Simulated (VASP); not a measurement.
# Ir: single point with PBE

Crystal: Ir.

```xyz
1
Lattice="0.0000 2.1198 1.6386 2.1198 0.0000 1.6386 2.1198 2.1198 0.0000" Properties=species:S:1:pos:R:3 pbc="T T T"
Ir    0.0000    0.0000    0.0000
```

```json
{
  "Program": "VASP 6.6.1",
  "Task": "single point",
  "Functional": "PBE",
  "Potentials or basis": "VASP PAW PBE potentials, release 64 (Ir)",
  "Cutoff": "520 eV",
  "k mesh": "22 × 22 × 22",
  "Occupations": "gaussian, width 0.15 eV",
  "Spin": "no spin polarisation"
}
```

The pressure is 4.9 GPa. The band gap on the k mesh is zero (an odd number of electrons rules out a gap without spin polarisation).

Stress tensor (GPa, compression positive):
```
-8.90  0.00  0.00
 0.00 -8.90  0.00
 0.00  0.00 32.41
```

Levels at points of the mesh, in eV from the Fermi level:
| k point | band 2 | band 3 | band 4 | band 5 | band 6 | band 7 |
| --- | --- | --- | --- | --- | --- | --- |
| (0.00, 0.00, 0.00) | -3.76 | -3.76 | -2.96 | -1.32 | -0.05 | 15.83 |
| (0.50, 0.00, 0.00) | -4.99 | -1.42 | -0.23 | 0.05 | 1.99 | 7.56 |
| (0.50, 0.50, 0.00) | -6.93 | 1.20 | 1.60 | 1.60 | 6.10 | 8.81 |
| (0.50, 0.00, 0.50) | -5.92 | 0.05 | 0.21 | 0.35 | 2.28 | 8.34 |

It took 39 s on 1 thread of Intel(R) Xeon(R) 6975P-C (Granite Rapids) (shared host), peak memory 0.24 GiB.

Caveat: the stress differs along the axes, from -9 to 32 GPa; spin-orbit coupling is left out, which moves the levels of the heavy elements.
